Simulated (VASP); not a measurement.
CaBr: single point with PBE-based global hybrid with 15 % exact exchange

Crystal: CaBr.

```xyz
4
Lattice="4.0841 0.0000 0.0000 -2.0421 3.5370 0.0000 0.0000 0.0000 9.6721" Properties=species:S:1:pos:R:3 pbc="T T T"
Br    2.0421    1.1790    5.1696
Br    0.0000    2.3580    0.3336
Ca    2.0421    1.1790    8.1295
Ca    0.0000    2.3580    3.2935
```

| Quantity | Value |
| --- | --- |
| Program | VASP 6.6.1 |
| Task | single point |
| Functional | PBE-based global hybrid with 15 % exact exchange |
| Potentials or basis | VASP PAW PBE potentials, release 64 (Br, Ca_sv) |
| Cutoff | 400 eV |
| k mesh | 4 × 4 × 2 |
| Occupations | fermi-dirac, width 0.05 eV |
| Spin | no spin polarisation |

The pressure is 0.6 GPa, the largest force is 0.170 eV/Å and the band gap on the k mesh is zero (bands 17 and 18 overlap by 1.83 eV).

Forces on the atoms (eV/Å):
```
Br   0.000  0.000  0.170
Br   0.000  0.000  0.170
Ca   0.000  0.000 -0.170
Ca   0.000  0.000 -0.170
```

Stress tensor (GPa, compression positive):
```
0.22 0.00 0.00
0.00 0.22 0.00
0.00 0.00 1.33
```

Levels at points of the mesh, in eV from the Fermi level:
```tsv
k point	band 15	band 16	band 17	band 18	band 19	band 20
(0.00, 0.00, 0.00)	-5.12	-5.12	-2.47	-0.60	2.13	2.28
(0.50, 0.00, 0.00)	-5.59	-5.48	-0.24	0.34	1.08	1.17
(0.00, 0.00, 0.50)	-5.16	-5.16	-1.55	-1.55	2.11	2.11
(0.50, 0.00, 0.50)	-5.54	-5.54	0.11	0.11	1.19	1.19
```

It took 17 min on 1 thread of AMD EPYC 7R43 64-Core Processor (Zen 3) (shared host), peak memory 0.2 GiB.

Caveat: the k points lie up to 0.44 Å⁻¹ apart, too coarse for converged energies and pressures of a metal; the PAW data sets were made with another functional, which shifts forces and pressure a little.
